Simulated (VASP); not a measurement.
Input of a VASP 6.6.1 run:

INCAR

```
PREC = Accurate
ENCUT = 520
EDIFF = 1E-6
ISMEAR = -1
SIGMA = 0.08
LREAL = False
LASPH = True
NELM = 80
ALGO = Normal
ISIF = 2
LWAVE = False
LCHARG = True
GGA = PE
LELF = True
LVHAR = True
NBANDS = 14
```

KPOINTS

```
regular mesh
0
Gamma
  16 16 16
```

The input POSCAR:

```
HfN
1.0
    0.0000000000      2.2204116568      2.2204116568
    2.2204116568      0.0000000000      2.2204116568
    2.2204116568      2.2204116568      0.0000000000
Hf N
1 1
Direct
    0.0000000000      0.0000000000      0.0000000000
    0.5000000000      0.5000000000      0.5000000000
```

Potentials or basis: VASP PAW PBE potentials, release 64 (Hf_pv, N).

Run with:

```sh
$ cat potpaw_PBE.64/Hf_pv/POTCAR potpaw_PBE.64/N/POTCAR > POTCAR
$ mpirun -np 1 vasp_std > vasp.out
```

(1) Estimate the pressure.

Answers

(1) 19.4 GPa.
